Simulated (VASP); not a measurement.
# Sr2SO (P4/mmm) in VASP: single point with PBEsol

Aim: the single point of Sr2SO with PBEsol.

Everything below comes from runs of VASP 6.6.1. Logs are shortened: lines on timing, memory, paths and dates and some standing lists are left out, and cuts for length are marked.

**1. The cell of the first run**

Symmetry: P4/mmm, No. 123, tetragonal system. The conventional cell has a = 4.043 Å, b = 4.043 Å, c = 5.432 Å, α = 90.00°, β = 90.00°, γ = 90.00°. Within 3.6 Å of Sr (site symmetry 4/mmm) lie 2 S at 2.72 Å and 4 O at 2.86 Å. Within 3.6 Å of Sr (site symmetry 4/mmm) lie 2 O at 2.72 Å and 4 S at 2.86 Å. S (site symmetry 4/mmm) has 6 Sr at 2.72 to 2.86 Å within 3.6 Å. O (site symmetry 4/mmm) has 6 Sr at 2.72 to 2.86 Å within 3.6 Å.

**2. Single point, PBEsol (strain +0.000 along x and y, -0.050 along z)**

Contents of INCAR:

```
ALGO     = Normal         # electronic algorithm
EDIFF    = 1E-6           # SCF threshold, eV
ENCUT    = 520            # plane-wave cutoff, eV
GGA      = PS             # functional
ISIF     = 2              # what is computed and relaxed
ISMEAR   = 0              # smearing method
LASPH    = True           # aspherical terms in the spheres
LCHARG   = False          # write CHGCAR
LREAL    = False          # projectors in reciprocal space
LWAVE    = False          # write WAVECAR
NBANDS   = 24             # bands
NELM     = 100            # most SCF steps
PREC     = Accurate       # precision mode
SIGMA    = 0.05           # smearing width, eV
```

Contents of KPOINTS:

```
k-points
0
Gamma
  8 8 6
```

Contents of POSCAR:

```
Sr2SO
1.0
    4.0432370000      0.0000000000      0.0000000000
    0.0000000000      4.0432370000      0.0000000000
    0.0000000000      0.0000000000      5.4321000000
Sr S O
2 1 1
Direct
    0.0000000000      0.0000000000      0.0000000000
    0.5000000000      0.5000000000      0.5000000000
    0.0000000000      0.0000000000      0.5000000000
    0.5000000000      0.5000000000      0.0000000000
```

Potentials or basis: VASP PAW PBE potentials, release 64 (Sr_sv, S, O).

The run is started by

```
> cat potpaw_PBE.64/Sr_sv/POTCAR potpaw_PBE.64/S/POTCAR potpaw_PBE.64/O/POTCAR > POTCAR
> mpirun -np 1 vasp_std > vasp.out
```

OUTCAR:

```text
EDIFF = 1E-6
   ENCUT = 520
   GGA = PS
   ISIF = 2
   ISMEAR = 0
   LASPH = True
   LREAL = False
   NELM = 100
   PREC = Accurate

 ion  position               nearest neighbor table
   1  0.000  0.000  0.000-   3 2.72   3 2.72   4 2.86   4 2.86   4 2.86   4 2.86   2 3.94   2 3.94
                             2 3.94   2 3.94   2 3.94   2 3.94   2 3.94   2 3.94
   2  0.500  0.500  0.500-   4 2.72   4 2.72   3 2.86   3 2.86   3 2.86   3 2.86   1 3.94   1 3.94
                             1 3.94   1 3.94   1 3.94   1 3.94   1 3.94   1 3.94
   3  0.000  0.000  0.500-   1 2.72   1 2.72   2 2.86   2 2.86   2 2.86   2 2.86
   4  0.500  0.500  0.000-   2 2.72   2 2.72   1 2.86   1 2.86   1 2.86   1 2.86

  LATTYP: Found a simple tetragonal cell.
 ALAT       =     4.0432370000
 C/A-ratio  =     1.3435027430

  Lattice vectors:

 A1 = (   4.0432370000,   0.0000000000,   0.0000000000)
 A2 = (   0.0000000000,   4.0432370000,   0.0000000000)
 A3 = (   0.0000000000,   0.0000000000,   5.4321000000)

Analysis of symmetry for initial positions (statically):
=====================================================================
 Subroutine PRICEL returns:
 Original cell was already a primitive cell.

 Routine SETGRP: Setting up the symmetry group for a
 simple tetragonal supercell.

 Subroutine GETGRP returns: Found 16 space group operations
 (whereof 16 operations were pure point group operations)
 out of a pool of 16 trial point group operations.

The static configuration has the point symmetry D_4h.

Analysis of symmetry for dynamics (positions and initial velocities):
=====================================================================
 Subroutine PRICEL returns:
 Original cell was already a primitive cell.

 Routine SETGRP: Setting up the symmetry group for a
 simple tetragonal supercell.

 Subroutine GETGRP returns: Found 16 space group operations
 (whereof 16 operations were pure point group operations)
 out of a pool of 16 trial point group operations.

The dynamic configuration has the point symmetry D_4h.

 Subroutine INISYM returns: Found 16 space group operations
 (whereof 16 operations are pure point group operations),
 and found     1 'primitive' translations

----------------------------------------------------------------------------------------

                                     Primitive cell

  volume of cell :      88.8027

  direct lattice vectors                    reciprocal lattice vectors
     4.043237000  0.000000000  0.000000000     0.247326585  0.000000000  0.000000000
     0.000000000  4.043237000  0.000000000     0.000000000  0.247326585  0.000000000
     0.000000000  0.000000000  5.432100000     0.000000000  0.000000000  0.184090867

  length of vectors
     4.043237000  4.043237000  5.432100000     0.247326585  0.247326585  0.184090867

  position of ions in fractional coordinates (direct lattice)
     0.000000000  0.000000000  0.000000000
     0.500000000  0.500000000  0.500000000
     0.000000000  0.000000000  0.500000000
     0.500000000  0.500000000  0.000000000

  ion indices of the primitive-cell ions
   primitive index   ion index
                 1           1
                 2           2
                 3           3
                 4           4

----------------------------------------------------------------------------------------

 KPOINTS: k-points

Automatic generation of k-mesh.
 Grid dimensions read from file:
 generate k-points for:    8    8    6

 Generating k-lattice:

  Cartesian coordinates                     Fractional coordinates (reciprocal lattice)
     0.030915823  0.000000000  0.000000000     0.125000000  0.000000000  0.000000000
     0.000000000  0.030915823  0.000000000     0.000000000  0.125000000  0.000000000
     0.000000000  0.000000000  0.030681811     0.000000000  0.000000000  0.166666667

  Length of vectors
     0.030915823  0.030915823  0.030681811

  Shift w.r.t. Gamma in fractional coordinates (k-lattice)
     0.000000000  0.000000000  0.000000000

 Subroutine IBZKPT returns following result:
 ===========================================

 Found     60 irreducible k-points:

 Following reciprocal coordinates:
            Coordinates               Weight
  0.000000  0.000000  0.000000      1.000000
  0.125000  0.000000  0.000000      4.000000
  0.250000  0.000000  0.000000      4.000000
  0.375000  0.000000  0.000000      4.000000
  0.500000  0.000000  0.000000      2.000000
  0.125000  0.125000  0.000000      4.000000
[... 16 lines left out ...]
  0.375000  0.125000  0.166667     16.000000
  0.500000  0.125000  0.166667      8.000000
 [... further k-points ...]
   k-points           NKPTS =     60   k-points in BZ     NKDIM =     60   number of bands    NBANDS=     24
   number of dos      NEDOS =    301   number of ions     NIONS =      4
   total plane-waves  NPLWV =  36000
   dimension x,y,z NGX =    30 NGY =   30 NGZ =   40
   dimension x,y,z NGXF=    60 NGYF=   60 NGZF=   80
   ions per type =               2   1   1
   NGX,Y,Z   is equivalent  to a cutoff of  12.34, 12.34, 12.24 a.u.
   NGXF,Y,Z  is equivalent  to a cutoff of  24.67, 24.67, 24.48 a.u.
 SYSTEM =  unknown system
   PREC   = accura    normal or accurate (medium, high low for compatibility)
   ISTART =      0    job   : 0-new  1-cont  2-samecut
   ICHARG =      2    charge: 1-file 2-atom 10-const
   ISPIN  =      1    spin polarized calculation?
   LNONCOLLINEAR =      F non collinear calculations
   LSORBIT =      F    spin-orbit coupling
   LASPH  =      T    aspherical Exc in radial PAW
   ENCUT  =  520.0 eV  38.22 Ry    6.18 a.u.   7.52  7.52 10.10*2*pi/ulx,y,z
   NELM   =    100;   NELMIN=  2; NELMDL= -5     # of ELM steps
   EDIFF  = 0.1E-05   stopping-criterion for ELM
   LREAL  =      F    real-space projection
   EDIFFG = 0.1E-04   stopping-criterion for IOM
   NSW    =      0    number of steps for IOM
   IBRION =     -1    ionic relax: 0-MD 1-quasi-New 2-CG
   NFREE  =      0    steps in history (QN), initial steepest desc. (CG)
   ISIF   =      2    stress and relaxation
   ISYM   =      2    0-nonsym 1-usesym 2-fastsym
   POTIM  = 0.5000    time-step for ionic-motion
   TEBEG  =    0.0;   TEEND  =   0.0 temperature during run
   PSTRESS=    0.0 pullay stress
   NELECT =      32.0000    total number of electrons
   NUPDOWN=      -1.0000    fix difference up-down
   EMIN   =  10.00;   EMAX   =-10.00  energy-range for DOS
   EFERMI =   0.00;   METHOD = LEGACY
   ISMEAR =     0;   SIGMA  =   0.05  broadening in eV -4-tet -1-fermi 0-gaus
   EFERMI_NEDOS =   21; number of points for ismear=-14 and -15
   IALGO  =     38    algorithm
   IMIX   =      4    mixing-type and parameters
     AMIX     =   0.40;   BMIX     =  1.00
     AMIX_MAG =   1.60;   BMIX_MAG =  1.00
  volume/ion in A,a.u.               =      22.20       149.82
  Fermi-wavevector in a.u.,A,eV,Ry     =   1.164974  2.201481 18.465332  1.357164
  Thomas-Fermi vector in A             =   2.301505
   LORBIT       =      0    0 simple, 1 ext, 2 COOP (PROOUT), +10 PAW based schemes
   GGA     = PS    functional components
   LHFCALC =     F    Hartree Fock is set to
   AEXX    =    0.0000 exact exchange contribution
   IVDW    =     0    specifies the selected vdW correction
   LEPSILON=     F    determine dielectric tensor
   LRPA    =     F    only Hartree local field effects (RPA)
 non-spin polarized calculation
 Gauss-broadening in eV      SIGMA  =   0.05
  energy-cutoff  :      520.00
  volume of cell :       88.80
 maximum number of plane-waves:      2424
   NGX = 15   NGY = 15   NGZ = 21

 number of electron      31.9999989 magnetization

 Free energy of the ion-electron system (eV)
  ---------------------------------------------------
  ext. energy  EPLUGINS =         0.00000000
  ---------------------------------------------------
  free energy    TOTEN  =       -22.20662635 eV

  energy without entropy =      -22.20662635  energy(sigma->0) =      -22.20662635

 E-fermi :   2.1688     XC(G=0):  -9.5581

 val. band max:        1.9521210307   @ k =   0.0000   0.0000   0.0000
 cond. band min:       3.9637891218   @ k =   0.0000   0.0000   0.0000
 fundamental gap:      2.0116680912
 Fermi energy:         2.1688022105

 k-point     1 :       0.0000    0.0000    0.0000
  band No.  band energies     occupation
      1     -31.2513      2.00000
      2     -31.1479      2.00000
      3     -13.6960      2.00000
      4     -13.3709      2.00000
      5     -13.3709      2.00000
      6     -13.1312      2.00000
[... 16 lines left out ...]
     23       7.5949      0.00000
     24       9.3879      0.00000

 k-point     2 :       0.1250    0.0000    0.0000
  band No.  band energies     occupation
      1     -31.2480      2.00000
      2     -31.1475      2.00000
      3     -13.6795      2.00000
      4     -13.4574      2.00000
      5     -13.3574      2.00000
      6     -13.2908      2.00000
[... 16 lines left out ...]
     23       7.8589      0.00000
     24       9.6468      0.00000

 k-point     3 :       0.2500    0.0000    0.0000
  band No.  band energies     occupation
      1     -31.2396      2.00000
      2     -31.1468      2.00000
      3     -13.6392      2.00000
      4     -13.6362      2.00000
      5     -13.5333      2.00000
      6     -13.3217      2.00000
[... 16 lines left out ...]
     23       8.7957      0.00000
     24       8.9004      0.00000

 k-point     4 :       0.3750    0.0000    0.0000
  band No.  band energies     occupation
      1     -31.2308      2.00000
      2     -31.1465      2.00000
      3     -13.7883      2.00000
      4     -13.7242      2.00000
      5     -13.5864      2.00000
      6     -13.2782      2.00000
[... 16 lines left out ...]
     23       8.8968      0.00000
     24       9.1804      0.00000

 k-point     5 :       0.5000    0.0000    0.0000
  band No.  band energies     occupation
      1     -31.2270      2.00000
      2     -31.1465      2.00000
      3     -13.8406      2.00000
      4     -13.7990      2.00000
      5     -13.5629      2.00000
      6     -13.2542      2.00000
[... 451 lines left out ...]
 k-point    22 :       0.2500    0.1250    0.1667
  band No.  band energies     occupation
      1     -31.2354      2.00000
      2     -31.1471      2.00000
      3     -13.8005      2.00000
      4     -13.6807      2.00000
      5     -13.4529      2.00000
      6     -13.3538      2.00000
[... 16 lines left out ...]
     23       8.5104      0.00000
     24       9.7247      0.00000

 k-point    23 :       0.3750    0.1250    0.1667
  band No.  band energies     occupation
      1     -31.2283      2.00000
      2     -31.1451      2.00000
      3     -13.8759      2.00000
      4     -13.8258      2.00000
      5     -13.4596      2.00000
      6     -13.3167      2.00000
[... 16 lines left out ...]
     23       9.3242      0.00000
     24       9.8327      0.00000

 k-point    24 :       0.5000    0.1250    0.1667
  band No.  band energies     occupation
      1     -31.2253      2.00000
      2     -31.1444      2.00000
      3     -13.9086      2.00000
      4     -13.8869      2.00000
      5     -13.4505      2.00000
      6     -13.2984      2.00000
[... 16 lines left out ...]
     23       9.2778      0.00000
     24       9.7755      0.00000

 [... further k-points ...]
[... 5 lines left out ...]
  --------------------------------------------------------------------------------------
  -------------------------------------------------------------------------------------
  Total       -0.6818122     -0.6818122      3.2136533      0.0000000     -0.0000000      0.0000000
  in kB      -12.3012488    -12.3012488     57.9807001      0.0000000     -0.0000000      0.0000000
  external PRESSURE =      11.1260675 kB  Pullay stress =       0.0000000 kB

 VOLUME and BASIS-vectors are now :
 -----------------------------------------------------------------------------
  energy-cutoff  :      520.00
  volume of cell :       88.80
      direct lattice vectors                 reciprocal lattice vectors
     4.043237000  0.000000000  0.000000000     0.247326585  0.000000000  0.000000000
     0.000000000  4.043237000  0.000000000     0.000000000  0.247326585  0.000000000
     0.000000000  0.000000000  5.432100000     0.000000000  0.000000000  0.184090867

 POSITION                                       TOTAL-FORCE (eV/Angst)
 -----------------------------------------------------------------------------------
      0.00000      0.00000      0.00000         0.000000      0.000000      0.000000
      2.02162      2.02162      2.71605         0.000000      0.000000      0.000000
      0.00000      0.00000      2.71605         0.000000      0.000000      0.000000
      2.02162      2.02162      0.00000         0.000000      0.000000      0.000000
 -----------------------------------------------------------------------------------
    total drift:                                0.000000      0.000000     -0.000000

  FREE ENERGIE OF THE ION-ELECTRON SYSTEM (eV)
  ---------------------------------------------------
  free  energy   TOTEN  =       -22.2066263493 eV

  energy  without entropy=      -22.2066263493  energy(sigma->0) =      -22.20662635
```

Wall time 48 s (1 thread of Intel Xeon 6975P-C (Granite Rapids), shared host); peak memory 0.26 GiB.

Results:

| Property | Result |
| --- | --- |
| Free energy | -22.2066 eV |
| Pressure | 1.1 GPa |
| Band gap on the k mesh | 2.01 eV, direct |

Caveat: the cell differs from its parent crystal (strain +0.000 along x and y, -0.050 along z); the PAW data sets were made with another functional, which shifts forces and pressure a little.
